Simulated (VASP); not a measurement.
# MgH2 (Fm-3m) in VASP: a series of runs

MgH2 is run at these levels: PBEsol+D4, PBEsol+D3(BJ), PBEsol; tasks: single point, relaxation of cell and atoms.

Everything below comes from runs of VASP 6.6.1. Logs are shortened: lines on timing, memory, paths and dates and some standing lists are left out, and cuts for length are marked.

## Step 1: The cell of the first run

The structure is cubic, space group Fm-3m (No. 225). Conventional cell: a = 4.702 Å, b = 4.702 Å, c = 4.702 Å, α = 90.00°, β = 90.00°, γ = 90.00°. Within 2.7 Å of Mg (site symmetry m-3m) lie 8 H at 2.04 Å. Within 2.7 Å of H (site symmetry -43m) lie 4 Mg at 2.04 Å and 6 H at 2.35 Å.

## Step 2: Single point, PBEsol+D4

Contents of INCAR:

```
PREC = Accurate
ENCUT = 520
EDIFF = 1E-6
ISMEAR = -1
SIGMA = 0.05
LREAL = False
LASPH = True
NELM = 80
ALGO = Normal
ISIF = 2
LWAVE = False
LCHARG = False
GGA = PS
IVDW = 13
NBANDS = 9
```

Contents of KPOINTS:

```
Automatic mesh
0
Gamma
  10 10 10
```

Contents of POSCAR:

```
MgH2
1.0
    0.0000000000      2.3509114492      2.3509114492
    2.3509114492      0.0000000000      2.3509114492
    2.3509114492      2.3509114492      0.0000000000
Mg H
1 2
Direct
    0.0000000000      0.0000000000      0.0000000000
    0.2500000000      0.2500000000      0.2500000000
    0.7500000000      0.7500000000      0.7500000000
```

Potentials or basis: VASP PAW PBE potentials, release 64 (Mg, H).

The run is started by

```
> cat potpaw_PBE.64/Mg/POTCAR potpaw_PBE.64/H/POTCAR > POTCAR
> mpirun -np 1 vasp_std > vasp.out
```

OUTCAR:

```text
PREC = Accurate
   ENCUT = 520
   EDIFF = 1E-6
   ISMEAR = -1
   LREAL = False
   LASPH = True
   NELM = 80
   ISIF = 2
   GGA = PS
   IVDW = 13

 ion  position               nearest neighbor table
   1  0.000  0.000  0.000-   3 2.04   3 2.04   3 2.04   2 2.04   3 2.04   2 2.04   2 2.04   2 2.04

   2  0.250  0.250  0.250-   1 2.04   1 2.04   1 2.04   1 2.04
   3  0.750  0.750  0.750-   1 2.04   1 2.04   1 2.04   1 2.04

  LATTYP: Found a face centered cubic cell.
 ALAT       =     4.7018228984

  Lattice vectors:

 A1 = (   0.0000000000,   2.3509114492,   2.3509114492)
 A2 = (   2.3509114492,   0.0000000000,   2.3509114492)
 A3 = (   2.3509114492,   2.3509114492,   0.0000000000)

Analysis of symmetry for initial positions (statically):
=====================================================================
 Subroutine PRICEL returns:
 Original cell was already a primitive cell.

 Routine SETGRP: Setting up the symmetry group for a
 face centered cubic supercell.

 Subroutine GETGRP returns: Found 48 space group operations
 (whereof 48 operations were pure point group operations)
 out of a pool of 48 trial point group operations.

The static configuration has the point symmetry O_h .

Analysis of symmetry for dynamics (positions and initial velocities):
=====================================================================
 Subroutine PRICEL returns:
 Original cell was already a primitive cell.

 Routine SETGRP: Setting up the symmetry group for a
 face centered cubic supercell.

 Subroutine GETGRP returns: Found 48 space group operations
 (whereof 48 operations were pure point group operations)
 out of a pool of 48 trial point group operations.

The dynamic configuration has the point symmetry O_h .

 Subroutine INISYM returns: Found 48 space group operations
 (whereof 48 operations are pure point group operations),
 and found     1 'primitive' translations

----------------------------------------------------------------------------------------

                                     Primitive cell

  volume of cell :      25.9860

  direct lattice vectors                    reciprocal lattice vectors
     0.000000000  2.350911449  2.350911449    -0.212683468  0.212683468  0.212683468
     2.350911449  0.000000000  2.350911449     0.212683468 -0.212683468  0.212683468
     2.350911449  2.350911449  0.000000000     0.212683468  0.212683468 -0.212683468

  length of vectors
     3.324690855  3.324690855  3.324690855     0.368378573  0.368378573  0.368378573

  position of ions in fractional coordinates (direct lattice)
     0.000000000  0.000000000  0.000000000
     0.250000000  0.250000000  0.250000000
     0.750000000  0.750000000  0.750000000

  ion indices of the primitive-cell ions
   primitive index   ion index
                 1           1
                 2           2
                 3           3

----------------------------------------------------------------------------------------

 KPOINTS: Automatic mesh

Automatic generation of k-mesh.
 Grid dimensions read from file:
 generate k-points for:   10   10   10

 Generating k-lattice:

  Cartesian coordinates                     Fractional coordinates (reciprocal lattice)
    -0.021268347  0.021268347  0.021268347     0.100000000  0.000000000  0.000000000
     0.021268347 -0.021268347  0.021268347     0.000000000  0.100000000  0.000000000
     0.021268347  0.021268347 -0.021268347     0.000000000  0.000000000  0.100000000

  Length of vectors
     0.036837857  0.036837857  0.036837857

  Shift w.r.t. Gamma in fractional coordinates (k-lattice)
     0.000000000  0.000000000  0.000000000

 Subroutine IBZKPT returns following result:
 ===========================================

 Found     47 irreducible k-points:

 Following reciprocal coordinates:
            Coordinates               Weight
  0.000000  0.000000  0.000000      1.000000
  0.100000  0.000000  0.000000      8.000000
  0.200000  0.000000  0.000000      8.000000
  0.300000  0.000000  0.000000      8.000000
  0.400000  0.000000  0.000000      8.000000
  0.500000  0.000000  0.000000      4.000000
[... 16 lines left out ...]
  0.300000  0.300000  0.000000      6.000000
  0.400000  0.300000  0.000000     24.000000
 [... further k-points ...]
   k-points           NKPTS =     47   k-points in BZ     NKDIM =     47   number of bands    NBANDS=      9
   number of dos      NEDOS =    301   number of ions     NIONS =      3
   total plane-waves  NPLWV =  21952
   dimension x,y,z NGX =    28 NGY =   28 NGZ =   28
   dimension x,y,z NGXF=    56 NGYF=   56 NGZF=   56
   ions per type =               1   2
   NGX,Y,Z   is equivalent  to a cutoff of  14.00, 14.00, 14.00 a.u.
   NGXF,Y,Z  is equivalent  to a cutoff of  28.00, 28.00, 28.00 a.u.
 SYSTEM =  unknown system
   PREC   = accura    normal or accurate (medium, high low for compatibility)
   ISTART =      0    job   : 0-new  1-cont  2-samecut
   ICHARG =      2    charge: 1-file 2-atom 10-const
[... 62 lines left out ...]
  band No.  band energies     occupation
      1      -7.1204      2.00000
      2       4.2728      0.00000
      3      12.4903      0.00000
      4      12.4903      0.00000
      5      12.4903      0.00000
      6      15.2292      0.00000
      7      15.2292      0.00000
      8      15.2292      0.00000
      9      16.0733      0.00000

 k-point     2 :       0.1000    0.0000    0.0000
  band No.  band energies     occupation
      1      -6.9316      2.00000
      2       3.8204      0.00000
      3      11.6466      0.00000
      4      12.2354      0.00000
      5      12.2354      0.00000
      6      15.2286      0.00000
      7      15.8122      0.00000
      8      15.8122      0.00000
      9      16.3583      0.00000

 k-point     3 :       0.2000    0.0000    0.0000
  band No.  band energies     occupation
      1      -6.3708      2.00000
      2       2.5881      1.99985
      3      10.5606      0.00000
      4      11.8545      0.00000
      5      11.8545      0.00000
      6      13.7976      0.00000
      7      15.7050      0.00000
      8      15.7050      0.00000
      9      17.4004      0.00000

 k-point     4 :       0.3000    0.0000    0.0000
  band No.  band energies     occupation
      1      -5.4532      2.00000
      2       0.8937      2.00000
      3       9.9513      0.00000
      4      11.6787      0.00000
      5      11.6787      0.00000
      6      12.3867      0.00000
      7      14.2372      0.00000
      8      14.2372      0.00000
      9      19.2939      0.00000

 k-point     5 :       0.4000    0.0000    0.0000
  band No.  band energies     occupation
      1      -4.2070      2.00000
      2      -0.9344      2.00000
      3       9.8307      0.00000
      4      11.2634      0.00000
      5      11.7988      0.00000
      6      11.7988      0.00000
      7      13.0914      0.00000
      8      13.0914      0.00000
      9      21.5209      0.00000

 k-point     6 :       0.5000    0.0000    0.0000
  band No.  band energies     occupation
      1      -2.7074      2.00000
      2      -2.6453      2.00000
      3       9.9571      0.00000
      4      10.7191      0.00000
      5      12.1343      0.00000
      6      12.1343      0.00000
      7      12.4110      0.00000
      8      12.4110      0.00000
      9      23.1012      0.00000
[... 169 lines left out ...]
 k-point    21 :      -0.3000    0.2000    0.0000
  band No.  band energies     occupation
      1      -4.0542      2.00000
      2      -0.2908      2.00000
      3       6.1361      0.00000
      4       9.5201      0.00000
      5      10.8714      0.00000
      6      13.4116      0.00000
      7      15.3184      0.00000
      8      18.5191      0.00000
      9      19.3662      0.00000

 k-point    22 :      -0.2000    0.2000    0.0000
  band No.  band energies     occupation
      1      -5.1593      2.00000
      2       0.9752      2.00000
      3       7.1581      0.00000
      4      10.7858      0.00000
      5      12.1395      0.00000
      6      12.6958      0.00000
      7      14.6106      0.00000
      8      16.9695      0.00000
      9      18.5005      0.00000

 k-point    23 :       0.3000    0.3000    0.0000
  band No.  band energies     occupation
      1      -4.9553      2.00000
      2       1.6731      2.00000
      3       6.7898      0.00000
      4       8.7308      0.00000
      5       8.7308      0.00000
      6      12.1448      0.00000
      7      19.1741      0.00000
      8      19.6287      0.00000
      9      21.5607      0.00000

 k-point    24 :       0.4000    0.3000    0.0000
  band No.  band energies     occupation
      1      -4.1356      2.00000
      2       0.9707      2.00000
      3       5.3544      0.00000
      4       8.0832      0.00000
      5       8.4516      0.00000
      6      12.6368      0.00000
      7      18.5600      0.00000
      8      20.3608      0.00000
      9      20.9562      0.00000

 [... further k-points ...]

------------------------ aborting loop because EDIFF is reached ----------------------------------------

  DFT-D4 for vdW energy calculation

  Edisp (eV):   -0.18381

  FORCE on cell =-STRESS in cart. coord.  units (eV):
  Direction    XX          YY          ZZ          XY          YZ          ZX
  --------------------------------------------------------------------------------------
  -------------------------------------------------------------------------------------
  Total      -0.05778    -0.05778    -0.05778    -0.00000    -0.00000     0.00000
  in kB      -3.56227    -3.56227    -3.56227    -0.00000    -0.00000     0.00000
  external pressure =       -3.56 kB  Pullay stress =        0.00 kB

 VOLUME and BASIS-vectors are now :
 -----------------------------------------------------------------------------
  energy-cutoff  :      520.00
  volume of cell :       25.99
      direct lattice vectors                 reciprocal lattice vectors
     0.000000000  2.350911449  2.350911449    -0.212683468  0.212683468  0.212683468
     2.350911449  0.000000000  2.350911449     0.212683468 -0.212683468  0.212683468
     2.350911449  2.350911449  0.000000000     0.212683468  0.212683468 -0.212683468

 POSITION                                       TOTAL-FORCE (eV/Angst)
 -----------------------------------------------------------------------------------
      0.00000      0.00000      0.00000        -0.000000     -0.000000      0.000000
      1.17546      1.17546      1.17546         0.000000      0.000000      0.000000
      3.52637      3.52637      3.52637        -0.000000     -0.000000     -0.000000
 -----------------------------------------------------------------------------------
    total drift:                                0.000000      0.000000      0.000000

  FREE ENERGIE OF THE ION-ELECTRON SYSTEM (eV)
  ---------------------------------------------------
  free  energy   TOTEN  =        -8.7819650784 eV

  energy  without entropy=       -8.7789015946  energy(sigma->0) =       -8.78043334
```

Run time: 6.3 s. Hardware: 1 thread of Intel Xeon 6975P-C (Granite Rapids), shared host; peak memory 0.16 GiB.

Results:

```yaml
Free_energy: -8.7820 eV
Pressure: -0.4 GPa
Band_gap_on_the_k_mesh: zero (band 2 reaches 4.27 eV, above the bottom of band 3 at 2.59 eV)
Dispersion_energy_per_atom: -0.061 eV
```

Levels at points of the mesh, in eV from the Fermi level:
```tsv
k point	band 1	band 2	band 3	band 4	band 5	band 6	band 7
(0.00, 0.00, 0.00)	-10.18	1.21	9.43	9.43	9.43	12.17	12.17
(0.50, 0.00, 0.00)	-5.77	-5.71	6.90	7.66	9.07	9.07	9.35
(0.50, 0.50, 0.00)	-5.76	-2.26	-0.47	4.76	4.76	8.08	17.38
```

Caveat: the PAW data sets were made with another functional, which shifts forces and pressure a little; pairwise dispersion overbinds metals, which lowers pressure and volume.

## Step 3: Single point, PBEsol+D3(BJ)

This run uses another cell than the first one, of 9.00 Å³/atom, 1.039 times its volume.

INCAR: that of step 2 with these lines changed.

```diff
@@ -13,3 +13,3 @@
 GGA = PS
-IVDW = 13
+IVDW = 12
 NBANDS = 9
```

KPOINTS is that of step 2.

Contents of POSCAR:

```
MgH2
1.0
    0.0000000000      2.3810671667      2.3810671667
    2.3810671667      0.0000000000      2.3810671667
    2.3810671667      2.3810671667      0.0000000000
Mg H
1 2
Direct
    0.0000000000      0.0000000000      0.0000000000
    0.2500000000      0.2500000000      0.2500000000
    0.7500000000      0.7500000000      0.7500000000
```

Potentials or basis: VASP PAW PBE potentials, release 64 (Mg, H).

The run is started by

```
> cat potpaw_PBE.64/Mg/POTCAR potpaw_PBE.64/H/POTCAR > POTCAR
> mpirun -np 1 vasp_std > vasp.out
```

Wall time 5.4 s (1 thread of Intel Xeon 6975P-C (Granite Rapids), shared host); peak memory 0.17 GiB.

It converged, with:

```yaml
Free_energy: -8.9665 eV
Pressure: -3.9 GPa
Band_gap_on_the_k_mesh: zero (band 2 reaches 3.97 eV, above the bottom of band 3 at 2.39 eV)
Dispersion_energy_per_atom: -0.124 eV
```

Levels at points of the mesh, in eV from the Fermi level:
```tsv
k point	band 1	band 2	band 3	band 4	band 5
(0.00, 0.00, 0.00)	-9.93	1.13	9.28	9.28	9.28
(0.50, 0.00, 0.00)	-5.64	-5.56	6.76	7.33	8.94
(0.50, 0.50, 0.00)	-5.63	-2.21	-0.45	4.64	4.64
```

Caveat: three body term missing; the PAW data sets were made with another functional, which shifts forces and pressure a little; pairwise dispersion overbinds metals, which lowers pressure and volume.

## Step 4: Relaxation of cell and atoms, PBEsol

This run uses another cell than the first one, of 9.00 Å³/atom, 1.039 times its volume.

Contents of INCAR:

```
SYSTEM = MgH2
ALGO = Normal ; EDIFF = 1E-7
EDIFFG = -0.01 ; ENCUT = 600
GGA = PS ; IBRION = 2
ISIF = 3 ; ISMEAR = -1
LASPH = .True. ; LCHARG = .False.
LREAL = .False. ; LWAVE = .False.
NELM = 100 ; NSW = 60
PREC = Accurate ; SIGMA = 0.05
```

Contents of KPOINTS:

```
k-points
0
Gamma
  10 10 10
  0 0 0
```

POSCAR is that of step 3.

The run is started by

```
> cat potpaw_PBE.64/Mg/POTCAR potpaw_PBE.64/H/POTCAR > POTCAR
> mpirun -np 1 vasp_std > vasp.out
```

Run time: 8 s. Hardware: 1 thread of Intel Xeon 6975P-C (Granite Rapids), shared host; peak memory 0.16 GiB.

It converged, with:

```yaml
Free_energy: -8.6003 eV
Relaxed_volume: 8.78 Å³/atom
Relaxed_cell: a = 3.339 Å, b = 3.339 Å, c = 3.339 Å, α = 60.00°, β = 60.00°, γ = 60.00°
Space_group_after_relaxing_to_0.05_Å: Fm-3m (No. 225)
Energy_gained_by_relaxing: 1.1 meV/atom
Ionic_steps: 3
Pressure_after_relaxing: 0.0 GPa
Band_gap_on_the_k_mesh: zero (band 2 reaches 4.17 eV, above the bottom of band 3 at 2.52 eV)
```

The path:
```csv
step,energy change (eV),largest force (eV/Å),pressure (GPa),volume (Å³)
1,0.0000,0.0000,-1.51,27.00
2,-0.0024,0.0000,-0.80,26.67
3,-0.0033,0.0000,-0.04,26.33
```

Final structure:
```
Mg H
1.0
     0.00000    2.36131    2.36131
     2.36131    0.00000    2.36131
     2.36131    2.36131    0.00000
Mg H
1 2
Cartesian
  0.0000 0.0000 0.0000
  1.1807 1.1807 1.1807
  3.5420 3.5420 3.5420
```

Levels at points of the mesh, in eV from the Fermi level:
```csv
k point,band 1,band 2,band 3,band 4,band 5,band 6
"(0.00, 0.00, 0.00)",-10.10,1.18,9.38,9.38,9.38,12.04
"(0.50, 0.00, 0.00)",-5.73,-5.66,6.85,7.54,9.03,9.03
"(0.50, 0.50, 0.00)",-5.72,-2.24,-0.47,4.72,4.72,7.99
```

Caveat: the PAW data sets were made with another functional, which shifts forces and pressure a little.

## Step 5: Relaxation of cell and atoms, PBEsol+D3(BJ)

This run uses another cell than the first one, of 9.00 Å³/atom, 1.039 times its volume.

Contents of INCAR:

```
SYSTEM = MgH2
PREC = Accurate
ENCUT = 600
EDIFF = 1E-6
ISMEAR = -1
SIGMA = 0.05
LREAL = .FALSE.
LASPH = .TRUE.
NELM = 80
ALGO = Normal
ISIF = 3
LWAVE = .FALSE.
LCHARG = .FALSE.
GGA = PS
IVDW = 12
IBRION = 2
NSW = 60
EDIFFG = -0.01
```

Contents of KPOINTS:

```
Automatic mesh
0
G
  10 10 10
  0 0 0
```

POSCAR is that of step 4.

The run is started by

```
> cat potpaw_PBE.64/Mg/POTCAR potpaw_PBE.64/H/POTCAR > POTCAR
> mpirun -np 1 vasp_std > vasp.out
```

Run time: 8 s. Hardware: 1 thread of Intel Xeon 6975P-C (Granite Rapids), shared host; peak memory 0.17 GiB.

The run converged. Its results:

| Item | Value |
| --- | --- |
| Free energy | -8.9883 eV |
| Relaxed volume | 8.46 Å³/atom |
| Relaxed cell | a = 3.299 Å, b = 3.299 Å, c = 3.299 Å, α = 60.00°, β = 60.00°, γ = 60.00° |
| Space group after relaxing (to 0.05 Å) | Fm-3m (No. 225) |
| Energy gained by relaxing | 6.9 meV/atom |
| Ionic steps | 3 |
| Pressure after relaxing | -0.2 GPa |
| Band gap on the k mesh | zero (band 2 reaches 4.46 eV, above the bottom of band 3 at 2.71 eV) |
| Dispersion energy per atom | -0.132 eV |

The path:
| step | energy change (eV) | largest force (eV/Å) | pressure (GPa) | volume (Å³) |
| --- | --- | --- | --- | --- |
| 1 | 0.0000 | 0.0000 | -3.77 | 27.00 |
| 2 | -0.0151 | 0.0000 | -2.08 | 26.18 |
| 3 | -0.0208 | 0.0000 | -0.17 | 25.38 |

Final structure:
```cif
data_structure
_symmetry_space_group_name_H-M 'P 1'
_symmetry_Int_Tables_number 1
_cell_length_a 3.2987
_cell_length_b 3.2987
_cell_length_c 3.2987
_cell_angle_alpha 60.000
_cell_angle_beta 60.000
_cell_angle_gamma 60.000
_cell_volume 25.38
loop_
_atom_site_label
_atom_site_type_symbol
_atom_site_fract_x
_atom_site_fract_y
_atom_site_fract_z
_atom_site_occupancy
Mg1 Mg 0.00000 0.00000 0.00000 1
H1 H 0.25000 0.25000 0.25000 1
H2 H 0.75000 0.75000 0.75000 1
```

Levels at points of the mesh, in eV from the Fermi level:
| k point | band 1 | band 2 | band 3 | band 4 | band 5 |
| --- | --- | --- | --- | --- | --- |
| (0.00, 0.00, 0.00) | -10.33 | 1.27 | 9.53 | 9.53 | 9.53 |
| (0.50, 0.00, 0.00) | -5.84 | -5.79 | 6.98 | 7.87 | 9.16 |
| (0.50, 0.50, 0.00) | -5.84 | -2.28 | -0.48 | 4.83 | 4.83 |

Caveat: the PAW data sets were made with another functional, which shifts forces and pressure a little; pairwise dispersion overbinds metals, which lowers pressure and volume.

## Step 6: Overview

```csv
task,level,cell,cutoff (eV),gap on the mesh (eV),pressure (GPa),relaxed volume (Å³/atom)
single point,PBEsol+D4,"a = 3.325 Å, angles 60.0°, 3 atoms",520,none,-0.4,-
single point,PBEsol+D3(BJ),"a = 3.367 Å, angles 60.0°, 3 atoms",520,none,-3.9,-
relaxation of cell and atoms,PBEsol,"relaxed from a = 3.367 Å, angles 60.0°, 3 atoms",600,none,0.0,8.78
relaxation of cell and atoms,PBEsol+D3(BJ),"relaxed from a = 3.367 Å, angles 60.0°, 3 atoms",600,none,-0.2,8.46
```

Alike in all rows: potentials or basis VASP PAW PBE potentials, release 64 (Mg, H); no spin polarisation; k mesh 10 × 10 × 10; smearing fermi-dirac 0.05 eV.

Caveats: the PAW data sets were made with another functional, which shifts forces and pressure a little; pairwise dispersion overbinds metals, which lowers pressure and volume (some runs); three body term missing (some runs).

Absolute energies hang on the potentials; compare differences alone.
